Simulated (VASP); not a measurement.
# GaN in VASP: further runs

Runs on GaN. Level: PBEsol. Tasks: single point.

Program: VASP 6.6.1. These are calculated values, not measurements. Logs are shortened: lines on timing, memory, paths and dates and some standing lists are left out, and cuts for length are marked.

## Step 1: The cell of the first run

The cell holds a slab with vacuum, 6 atoms: a = 3.181 Å, b = 3.181 Å, c = 22.843 Å, α = 90.00°, β = 90.00°, γ = 120.00°.

## Step 2: Single point, PBEsol

Input file INCAR:

```
SYSTEM = GaN
ALGO     = Normal         ! electronic algorithm
DIPOL    = 0.5 0.5 0.499
EDIFF    = 1E-6           ! SCF threshold, eV
ENCUT    = 520            ! plane-wave cutoff, eV
GGA      = PS             ! functional
IDIPOL   = 3            
ISIF     = 2              ! what is computed and relaxed
ISMEAR   = 0              ! smearing method
LASPH    = .TRUE.         ! aspherical terms in the spheres
LCHARG   = .FALSE.        ! write CHGCAR
LDIPOL   = .TRUE.       
LREAL    = .FALSE.        ! projectors in reciprocal space
LWAVE    = .FALSE.        ! write WAVECAR
NBANDS   = 36             ! bands
NELM     = 100            ! most SCF steps
PREC     = Accurate       ! precision mode
SIGMA    = 0.05           ! smearing width, eV
```

Input file KPOINTS:

```
k-points
0
G
  9 9 1
  0 0 0
```

Input file POSCAR:

```
GaN
1.0
    3.1807290385      0.0000000000      0.0000000000
   -1.5903645193      2.7545921499      0.0000000000
    0.0000000000      0.0000000000     22.8433723658
N Ga
3 3
Direct
    0.0000000000      0.0000000000      0.3720991745
    0.3333333333      0.6666666667      0.4857887972
    0.6666666667      0.3333333333      0.6017391982
    0.3333333333      0.6666666667      0.4005215802
    0.6666666667      0.3333333333      0.5092968148
    0.0000000000      0.0000000000      0.6248984964
```

Potentials or basis: VASP PAW PBE potentials, release 64 (N, Ga_d).

On the command line:

```bash
> cat potpaw_PBE.64/N/POTCAR potpaw_PBE.64/Ga_d/POTCAR > POTCAR
> mpirun -np 1 vasp_std > vasp.out
```

OUTCAR:

```text
SYSTEM = GaN
   EDIFF = 1E-6
   ENCUT = 520
   GGA = PS
   ISIF = 2
   ISMEAR = 0
   LASPH = .TRUE.
   LREAL = .FALSE.
   NELM = 100
   PREC = Accurate

 ion  position               nearest neighbor table
   1  0.000  0.000  0.372-   4 1.95   4 1.95   4 1.95
   2  0.333  0.667  0.486-   5 1.91   5 1.91   5 1.91   4 1.95
   3  0.667  0.333  0.602-   6 1.91   6 1.91   6 1.91   5 2.11
   4  0.333  0.667  0.401-   2 1.95   1 1.95   1 1.95   1 1.95
   5  0.667  0.333  0.509-   2 1.91   2 1.91   2 1.91   3 2.11
   6  0.000  0.000  0.625-   3 1.91   3 1.91   3 1.91

  LATTYP: Found a hexagonal cell.
 ALAT       =     3.1807290385
 C/A-ratio  =     7.1818039479

  Lattice vectors:

 A1 = (   3.1807290385,   0.0000000000,   0.0000000000)
 A2 = (  -1.5903645193,   2.7545921499,   0.0000000000)
 A3 = (   0.0000000000,   0.0000000000,  22.8433723658)

Analysis of symmetry for initial positions (statically):
=====================================================================
 Subroutine PRICEL returns:
 Original cell was already a primitive cell.

 Routine SETGRP: Setting up the symmetry group for a
 hexagonal supercell.

 Subroutine GETGRP returns: Found  6 space group operations
 (whereof  6 operations were pure point group operations)
 out of a pool of 24 trial point group operations.

The static configuration has the point symmetry C_3v.

Analysis of symmetry for dynamics (positions and initial velocities):
=====================================================================
 Subroutine PRICEL returns:
 Original cell was already a primitive cell.

 Routine SETGRP: Setting up the symmetry group for a
 hexagonal supercell.

 Subroutine GETGRP returns: Found  6 space group operations
 (whereof  6 operations were pure point group operations)
 out of a pool of 24 trial point group operations.

The dynamic configuration has the point symmetry C_3v.

 Subroutine INISYM returns: Found  6 space group operations
 (whereof  6 operations are pure point group operations),
 and found     1 'primitive' translations

----------------------------------------------------------------------------------------

                                     Primitive cell

  volume of cell :     200.1447

  direct lattice vectors                    reciprocal lattice vectors
     3.180729038  0.000000000  0.000000000     0.314393332  0.181515075  0.000000000
    -1.590364519  2.754592150  0.000000000     0.000000000  0.363030150  0.000000000
     0.000000000  0.000000000 22.843372366     0.000000000  0.000000000  0.043776373

  length of vectors
     3.180729038  3.180729039 22.843372366     0.363030150  0.363030150  0.043776373

  position of ions in fractional coordinates (direct lattice)
     0.000000000  0.000000000  0.372099175
     0.333333333  0.666666667  0.485788797
     0.666666667  0.333333333  0.601739198
     0.333333333  0.666666667  0.400521580
     0.666666667  0.333333333  0.509296815
     0.000000000  0.000000000  0.624898496

  ion indices of the primitive-cell ions
   primitive index   ion index
                 1           1
                 2           2
                 3           3
                 4           4
                 5           5
                 6           6

----------------------------------------------------------------------------------------

 KPOINTS: k-points

Automatic generation of k-mesh.
 Grid dimensions read from file:
 generate k-points for:    9    9    1

 Generating k-lattice:

  Cartesian coordinates                     Fractional coordinates (reciprocal lattice)
     0.034932592  0.020168342  0.000000000     0.111111111 -0.000000000  0.000000000
     0.000000000  0.040336683  0.000000000     0.000000000  0.111111111  0.000000000
     0.000000000  0.000000000  0.043776373     0.000000000  0.000000000  1.000000000

  Length of vectors
     0.040336683  0.040336683  0.043776373

  Shift w.r.t. Gamma in fractional coordinates (k-lattice)
     0.000000000  0.000000000  0.000000000

 Subroutine IBZKPT returns following result:
 ===========================================

 Found     12 irreducible k-points:

 Following reciprocal coordinates:
            Coordinates               Weight
  0.000000  0.000000  0.000000      1.000000
  0.111111  0.000000  0.000000      6.000000
  0.222222  0.000000  0.000000      6.000000
  0.333333  0.000000  0.000000      6.000000
  0.444444  0.000000  0.000000      6.000000
  0.111111  0.111111  0.000000      6.000000
  0.222222  0.111111  0.000000     12.000000
  0.333333  0.111111  0.000000     12.000000
  0.444444  0.111111  0.000000      6.000000
  0.222222  0.222222  0.000000      6.000000
  0.333333  0.222222  0.000000     12.000000
  0.333333  0.333333  0.000000      2.000000
   k-points           NKPTS =     12   k-points in BZ     NKDIM =     12   number of bands    NBANDS=     36
   number of dos      NEDOS =    301   number of ions     NIONS =      6
   total plane-waves  NPLWV = 103680
   dimension x,y,z NGX =    24 NGY =   24 NGZ =  180
   dimension x,y,z NGXF=    48 NGYF=   48 NGZF=  360
   ions per type =               3   3
   NGX,Y,Z   is equivalent  to a cutoff of  12.54, 12.54, 13.10 a.u.
   NGXF,Y,Z  is equivalent  to a cutoff of  25.09, 25.09, 26.20 a.u.
 SYSTEM =  GaN
   PREC   = accura    normal or accurate (medium, high low for compatibility)
   ISTART =      0    job   : 0-new  1-cont  2-samecut
   ICHARG =      2    charge: 1-file 2-atom 10-const
   ISPIN  =      1    spin polarized calculation?
   LNONCOLLINEAR =      F non collinear calculations
   LSORBIT =      F    spin-orbit coupling
   LASPH  =      T    aspherical Exc in radial PAW
   ENCUT  =  520.0 eV  38.22 Ry    6.18 a.u.   5.91  5.91 42.47*2*pi/ulx,y,z
   NELM   =    100;   NELMIN=  2; NELMDL= -5     # of ELM steps
   EDIFF  = 0.1E-05   stopping-criterion for ELM
   LREAL  =      F    real-space projection
   EDIFFG = 0.1E-04   stopping-criterion for IOM
   NSW    =      0    number of steps for IOM
   IBRION =     -1    ionic relax: 0-MD 1-quasi-New 2-CG
   NFREE  =      0    steps in history (QN), initial steepest desc. (CG)
   ISIF   =      2    stress and relaxation
   ISYM   =      2    0-nonsym 1-usesym 2-fastsym
   POTIM  = 0.5000    time-step for ionic-motion
   TEBEG  =    0.0;   TEEND  =   0.0 temperature during run
   PSTRESS=    0.0 pullay stress
   NELECT =      54.0000    total number of electrons
   NUPDOWN=      -1.0000    fix difference up-down
   EMIN   =  10.00;   EMAX   =-10.00  energy-range for DOS
   EFERMI =   0.00;   METHOD = LEGACY
   ISMEAR =     0;   SIGMA  =   0.05  broadening in eV -4-tet -1-fermi 0-gaus
   EFERMI_NEDOS =   21; number of points for ismear=-14 and -15
   IALGO  =     38    algorithm
   IMIX   =      4    mixing-type and parameters
     AMIX     =   0.40;   BMIX     =  1.00
     AMIX_MAG =   1.60;   BMIX_MAG =  1.00
  volume/ion in A,a.u.               =      33.36       225.11
  Fermi-wavevector in a.u.,A,eV,Ry     =   1.057851  1.999049 15.225595  1.119050
  Thomas-Fermi vector in A             =   2.193139
   LORBIT       =      0    0 simple, 1 ext, 2 COOP (PROOUT), +10 PAW based schemes
   GGA     = PS    functional components
   LHFCALC =     F    Hartree Fock is set to
   AEXX    =    0.0000 exact exchange contribution
   IVDW    =     0    specifies the selected vdW correction
   LEPSILON=     F    determine dielectric tensor
   LRPA    =     F    only Hartree local field effects (RPA)
 non-spin polarized calculation
 Gauss-broadening in eV      SIGMA  =   0.05
  energy-cutoff  :      520.00
  volume of cell :      200.14
 maximum number of plane-waves:      5420
 NGX is ok and might be reduce to    24

 dipolmoment           0.000000      0.000000      0.030387 electrons x Angstroem

 number of electron      54.0000010 magnetization

 dipolmoment           0.000000      0.000000     -0.201578 electrons x Angstroem

 Free energy of the ion-electron system (eV)
  ---------------------------------------------------
  ext. energy  EPLUGINS =         0.00000000
  ---------------------------------------------------
  free energy    TOTEN  =       -35.93051547 eV

  energy without entropy =      -35.92278160  energy(sigma->0) =      -35.92664854

 E-fermi :  -1.5541     XC(G=0):  -4.8204

 val. band max:       -1.5587816172   @ k =   0.2222   0.0000   0.0000
 cond. band min:      -1.5172786110   @ k =   0.1111   0.1111   0.0000
 fundamental gap:      0.0415030062
 Fermi energy:        -1.5541149522

 k-point     1 :       0.0000    0.0000    0.0000
  band No.  band energies     occupation
      1     -19.5111      2.00000
      2     -18.6774      2.00000
      3     -17.5261      2.00000
      4     -17.5261      2.00000
      5     -17.2978      2.00000
      6     -17.2978      2.00000
[... 28 lines left out ...]
     35       5.7489      0.00000
     36       6.1631      0.00000

 k-point     2 :       0.1111    0.0000    0.0000
  band No.  band energies     occupation
      1     -19.4200      2.00000
      2     -18.5966      2.00000
      3     -17.5302      2.00000
      4     -17.5054      2.00000
      5     -17.3132      2.00000
      6     -17.2938      2.00000
[... 28 lines left out ...]
     35       5.5969      0.00000
     36       5.8737      0.00000

 k-point     3 :       0.2222    0.0000    0.0000
  band No.  band energies     occupation
      1     -19.2122      2.00000
      2     -18.4069      2.00000
      3     -17.5171      2.00000
      4     -17.4612      2.00000
      5     -17.3393      2.00000
      6     -17.2740      2.00000
[... 28 lines left out ...]
     35       5.1792      0.00000
     36       5.9220      0.00000
[... 274 lines left out ...]
 k-point    11 :       0.3333    0.2222    0.0000
  band No.  band energies     occupation
      1     -18.9095      2.00000
      2     -18.1032      2.00000
      3     -17.4566      2.00000
      4     -17.4309      2.00000
      5     -17.3493      2.00000
      6     -17.2258      2.00000
[... 28 lines left out ...]
     35       6.3655      0.00000
     36       6.8034      0.00000

 k-point    12 :       0.3333    0.3333    0.0000
  band No.  band energies     occupation
      1     -18.8901      2.00000
      2     -18.0827      2.00000
      3     -17.4593      2.00000
      4     -17.4111      2.00000
      5     -17.3546      2.00000
      6     -17.2389      2.00000
[... 28 lines left out ...]
     35       6.8565      0.00000
     36       7.4075      0.00000

------------------------ aborting loop because EDIFF is reached ----------------------------------------

 vacuum level on the upper side and lower side of the slab       (xc-potential included)        -2.206         1.845

  FORCE on cell =-STRESS in cart. coord.  units (eV):
  Direction    XX          YY          ZZ          XY          YZ          ZX
  --------------------------------------------------------------------------------------
  -------------------------------------------------------------------------------------
  Total       -0.2908896     -0.2908896      1.5572947      0.0000000     -0.0000000      0.0000000
  in kB       -2.3285986     -2.3285986     12.4662887      0.0000000     -0.0000000      0.0000000
  external PRESSURE =       2.6030305 kB  Pullay stress =       0.0000000 kB

 VOLUME and BASIS-vectors are now :
 -----------------------------------------------------------------------------
  energy-cutoff  :      520.00
  volume of cell :      200.14
      direct lattice vectors                 reciprocal lattice vectors
     3.180729038  0.000000000  0.000000000     0.314393332  0.181515075  0.000000000
    -1.590364519  2.754592150  0.000000000     0.000000000  0.363030150  0.000000000
     0.000000000  0.000000000 22.843372366     0.000000000  0.000000000  0.043776373

 POSITION                                       TOTAL-FORCE (eV/Angst)
 -----------------------------------------------------------------------------------
      0.00000      0.00000      8.50000        -0.000000     -0.000000      1.774033
     -0.00000      1.83639     11.09705         0.000000      0.000000      1.419578
      1.59036      0.91820     13.74575        -0.000000     -0.000000      0.010965
     -0.00000      1.83639      9.14926         0.000000      0.000000     -3.193122
      1.59036      0.91820     11.63406        -0.000000      0.000000      0.006767
      0.00000      0.00000     14.27479         0.000000     -0.000000     -0.018221
 -----------------------------------------------------------------------------------
    total drift:                                0.000001     -0.000002     -0.002312

  FREE ENERGIE OF THE ION-ELECTRON SYSTEM (eV)
  ---------------------------------------------------
  free  energy   TOTEN  =       -35.9305154733 eV

  energy  without entropy=      -35.9227815972  energy(sigma->0) =      -35.92664854

 vacuum level on the upper side and lower side of the slab         1.915         6.062
```

Run time: 2.7 min. Hardware: 1 thread of Intel Xeon Platinum 8259CL at 2.50GHz (Skylake/Cascade Lake), shared host; peak memory 0.33 GiB.

What came out:

```
Free energy            : -35.9305 eV
Largest force          : 3.193 eV/Å
Band gap on the k mesh : zero (band 27 reaches -1.15 eV, above the bottom of band 28 at -1.56 eV)
```

Forces in eV/Å, atoms in the order of the input:
```
N    0.000  0.000  1.774
N    0.000  0.000  1.420
N    0.000  0.000  0.011
Ga   0.000  0.000 -3.193
Ga   0.000  0.000  0.007
Ga   0.000  0.000 -0.018
```

Caveat: the PAW data sets were made with another functional, which shifts forces and pressure a little.

## Step 3: Single point, PBEsol

This run uses another cell than the first one: it holds 10 atoms, not 6.

Input file INCAR:

```
SYSTEM = GaN
  PREC = Accurate
  ENCUT = 520
  EDIFF = 1E-7
  ISMEAR = 0
  SIGMA = 0.05
  LREAL = .False.
  LASPH = .True.
  NELM = 80
  ALGO = Normal
  ISIF = 2
  LWAVE = .False.
  LCHARG = .False.
  LDIPOL = .True.
  IDIPOL = 3
  DIPOL = 0.5 0.5 0.500
  GGA = PS
  NBANDS = 56
```

Input file KPOINTS:

```
Automatic mesh
0
Gamma
  9 9 1
  0 0 0
```

Input file POSCAR:

```
GaN
1.0
    3.1807290383      0.0000000000      0.0000000000
   -1.5903645192      2.7545921497      0.0000000000
    0.0000000000      0.0000000000     26.0374811347
N Ga
5 5
Direct
    0.0000000000      0.0000000000      0.2880462961
    0.3333333333      0.6666666667      0.3877892156
    0.6666666667      0.3333333333      0.4875321351
    0.0000000000      0.0000000000      0.5872750546
    0.3333333333      0.6666666667      0.6870179741
    0.3333333333      0.6666666667      0.3129820259
    0.6666666667      0.3333333333      0.4127249454
    0.0000000000      0.0000000000      0.5124678649
    0.3333333333      0.6666666667      0.6122107844
    0.6666666667      0.3333333333      0.7119537039
```

Potentials or basis: VASP PAW PBE potentials, release 64 (N, Ga_d).

On the command line:

```bash
> cat potpaw_PBE.64/N/POTCAR potpaw_PBE.64/Ga_d/POTCAR > POTCAR
> mpirun -np 1 vasp_std > vasp.out
```

It took 6.7 min on 1 thread of Intel Xeon Platinum 8488C (Sapphire Rapids), shared host; peak memory 0.38 GiB.

The run converged. Its results:

```
Free energy            : -61.8976 eV
Largest force          : 2.070 eV/Å
Band gap on the k mesh : zero (band 45 reaches 0.53 eV, above the bottom of band 46 at 0.04 eV)
```

Forces on the atoms (eV/Å):
```
N    0.000  0.000  1.519
N    0.000  0.000  0.911
N    0.000  0.000  0.597
N    0.000  0.000  0.510
N    0.000  0.000  0.433
Ga   0.000  0.000 -2.070
Ga   0.000  0.000 -0.660
Ga   0.000  0.000 -0.592
Ga   0.000  0.000 -0.765
Ga   0.000  0.000  0.116
```

Levels at points of the mesh, in eV from the Fermi level:
```
           k point  band 43  band 44  band 45  band 46  band 47  band 48
(0.00, 0.00, 0.00)    -0.85    -0.18     0.43     0.43     1.56     2.44
```

Caveat: the PAW data sets were made with another functional, which shifts forces and pressure a little.

## Step 4: Single point, PBEsol

This run uses another cell than the first one: it holds 10 atoms, not 6.

Input file INCAR:

```
PREC = Accurate
ENCUT = 520
EDIFF = 1E-6
ISMEAR = 0
SIGMA = 0.05
LREAL = False
LASPH = True
NELM = 80
ALGO = Normal
ISIF = 2
LWAVE = False
LCHARG = False
LDIPOL = True
IDIPOL = 3
DIPOL = 0.5 0.5 0.500
GGA = PS
NBANDS = 56
```

Input file KPOINTS:

```
regular mesh
0
Gamma
  9 9 1
```

Input file POSCAR:

```
GaN
1.0
    3.1807290383      0.0000000000      0.0000000000
   -1.5903645192      2.7545921497      0.0000000000
    0.0000000000      0.0000000000     26.0374811347
N Ga
5 5
Direct
    0.0000000000      0.0000000000      0.2952907711
    0.3333333333      0.6666666667      0.3891815567
    0.6666666667      0.3333333333      0.4881722844
    0.0000000000      0.0000000000      0.5878358159
    0.3333333333      0.6666666667      0.6886097005
    0.3333333333      0.6666666667      0.3088240128
    0.6666666667      0.3333333333      0.4103305667
    0.0000000000      0.0000000000      0.5101773864
    0.3333333333      0.6666666667      0.6100845942
    0.6666666667      0.3333333333      0.7114933114
```

On the command line:

```bash
> cat potpaw_PBE.64/N/POTCAR potpaw_PBE.64/Ga_d/POTCAR > POTCAR
> mpirun -np 1 vasp_std > vasp.out
```

Run time: 8.1 min. Hardware: 1 thread of Intel Xeon Platinum 8488C (Sapphire Rapids), shared host; peak memory 0.37 GiB.

Results (log left out):

- Free energy: -62.2237 eV
- Largest force: 0.028 eV/Å
- Band gap on the k mesh: zero (band 45 reaches 0.49 eV, above the bottom of band 46 at 0.40 eV)

Forces in eV/Å, atoms in the order of the input:
```
N    0.000  0.000  0.025
N    0.000  0.000  0.016
N    0.000  0.000  0.008
N    0.000  0.000  0.006
N    0.000  0.000  0.004
Ga   0.000  0.000 -0.028
Ga   0.000  0.000 -0.019
Ga   0.000  0.000 -0.001
Ga   0.000  0.000  0.000
Ga   0.000  0.000 -0.010
```

Levels at points of the mesh, in eV from the Fermi level:
```
           k point  band 43  band 44  band 45  band 46  band 47  band 48
(0.00, 0.00, 0.00)    -0.72    -0.22     0.03     0.03     1.57     2.38
```

Caveat: the PAW data sets were made with another functional, which shifts forces and pressure a little.
